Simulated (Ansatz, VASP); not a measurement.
Two plane-wave programs on C

File INCAR:

```
SYSTEM = C
  ALGO = Normal
  EDIFF = 1E-6
  ENCUT = 520
  GGA = PS
  ISIF = 2
  ISMEAR = 0
  IVDW = 12
  LASPH = .TRUE.
  LCHARG = .FALSE.
  LREAL = .FALSE.
  LWAVE = .FALSE.
  NBANDS = 11
  NELM = 80
  PREC = Accurate
  SIGMA = 0.05
```

KPOINTS

```
k-points
0
G
  15 15 15
  0 0 0
```

POSCAR

```
C
1.0
    1.2290461105      0.7095901028      3.2829684898
   -1.2290461105      0.7095901028      3.2829684898
    0.0000000000     -1.4191802055      3.2829684898
C
2
Direct
    0.1586674368      0.1586674368      0.1727600798
    0.8413325632      0.8413325632      0.8272399202
```

Input for Ansatz:

```yaml
crystal:
  lattice:
    - [1.2290461105, 0.7095901028, 3.2829684898]
    - [-1.2290461105, 0.7095901028, 3.2829684898]
    - [0.0, -1.4191802055, 3.2829684898]
  atoms:
    - { symbol: C, position: [0.1586674368, 0.1586674368, 0.1727600798] }
    - { symbol: C, position: [0.8413325632, 0.8413325632, 0.8272399202] }
basis:
  ecutwfc: 520.0
kpoints:
  mp_grid: { grid: [15, 15, 15] }
hamiltonian:
  xc: pbesol
  pseudopotentials: { kind: paw, azcp: { folder: soft_1 } }
  dispersion: d3bj
scf:
  occupations: { method: gaussian, width: 0.05 }
output:
  forces: true
  stress: true
  eigenvalues: true
```

Change from the starting cell: mode 4 frozen in at -0.032 Å and mode 6 at -0.020 Å (largest displacements).

Alike in both runs: task single point; functional PBEsol; dispersion D3(BJ); k mesh 15 × 15 × 15; occupations gaussian, width 0.05 eV; no spin polarisation.

```csv
,VASP,Ansatz
version,VASP 6.6.1,Ansatz 0.2.0
potentials or method,"VASP PAW PBE potentials, release 64 (C), cutoff 520 eV","scalar-relativistic, plane waves, PAW"
valence electrons in the cell,8,8
```

|  | VASP | Ansatz | Ansatz less VASP |
| --- | --- | --- | --- |
| gap on the k mesh at the Fermi level (eV) | 0.31 | 0.31 | -0.001 |
| least direct gap on the mesh (eV) | 0.31 | 0.31 | -0.001 |
| pressure (GPa) | 1.2 | 0.5 | -0.74 |
| traceless stress, the component that is largest in VASP (GPa) | 6.11 | 5.61 | -0.507 |
| rms of the force components (eV/Å) | 1.464 | 1.462 | -0.0017 |

VASP's potentials were made for PBE, not for PBEsol, and Ansatz warns of the same on its side. Atom by atom the forces differ by 0.005 eV/Å (rms over components).
